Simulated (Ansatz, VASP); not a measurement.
One calculation of Zn, two programs

```
CELL_PARAMETERS angstrom
-1.52714 1.56173 1.52690
1.48647 -1.65878 1.58329
1.56585 1.69749 -1.62395
ATOMIC_POSITIONS crystal
Zn 0.01976 0.99531 0.01093
```

Change from the starting cell: cell strained at random at fixed volume.

Alike in both runs: task single point; functional PBEsol; k mesh 12 × 12 × 12; occupations fermi-dirac, width 0.05 eV; no spin polarisation.

|  | VASP | Ansatz |
| --- | --- | --- |
| version | VASP 6.6.1 | Ansatz 0.2.0 |
| potentials or method | VASP PAW PBE potentials, release 64 (Zn), cutoff 520 eV | all-electron LAPW, scalar-relativistic |

```csv
,VASP,Ansatz,Ansatz less VASP
gap on the k mesh at the Fermi level (eV),none,none,-
pressure (GPa),-4.6,-4.9,-0.32
"traceless stress, the component that is largest in VASP (GPa)",-1.38,-1.43,-0.049
```

VASP's potentials were made for PBE, not for PBEsol. A gap of «none» marks a metal or a gap that the smearing closes. Ansatz ran all-electron here, and VASP with PAW potentials.
